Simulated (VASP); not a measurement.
Here is a VASP 6.6.1 calculation.

INCAR

```
PREC     = Accurate       # precision mode
ENCUT    = 600            # plane-wave cutoff, eV
EDIFF    = 1E-6           # SCF threshold, eV
ISMEAR   = 0              # smearing method
SIGMA    = 0.1            # smearing width, eV
LREAL    = False          # projectors in reciprocal space
LASPH    = True           # aspherical terms in the spheres
NELM     = 100            # most SCF steps
ALGO     = Normal         # electronic algorithm
ISIF     = 3              # what is computed and relaxed
LWAVE    = False          # write WAVECAR
LCHARG   = False          # write CHGCAR
GGA      = PE             # functional
IBRION   = 2              # ionic algorithm
NSW      = 100            # ionic steps
EDIFFG   = -0.01          # ionic threshold
```

Contents of KPOINTS:

```
Automatic mesh
0
Gamma
  12 12 14
```

File POSCAR:

```
Pt3C2
1.0
    5.4953812137      0.0000000000      0.0000000000
   -2.7476906069      4.7591397346      0.0000000000
    0.0000000000      0.0000000000      2.6269521154
Pt C
3 2
Direct
    0.5000000000      0.0000000000      0.5000000000
    0.0000000000      0.5000000000      0.5000000000
    0.5000000000      0.5000000000      0.5000000000
    0.0000000000      0.0000000000      0.0000000000
    0.0000000000      0.0000000000      0.5000000000
```

Potentials or basis: VASP PAW PBE potentials, release 64 (Pt, C).

The run is started by

```bash
$ cat potpaw_PBE.64/Pt/POTCAR potpaw_PBE.64/C/POTCAR > POTCAR
$ mpirun -np 1 vasp_std > vasp.out
```

(1) Estimate the band gap on the k mesh.

(2) Predict the relaxed volume.

(3) What does it give for the relaxed cell?

(4) What does it give for the space group after relaxing (to 0.1 Å)?

## Answers

(1) zero (bands 19 and 20 overlap by 1.52 eV).

(2) 13.74 Å³/atom.

(3) a = 5.502 Å, b = 5.502 Å, c = 2.620 Å, α = 90.00°, β = 90.00°, γ = 120.00°.

(4) P6/mmm (No. 191).

Caveat: spin-orbit coupling is left out, which moves the levels of the heavy elements.
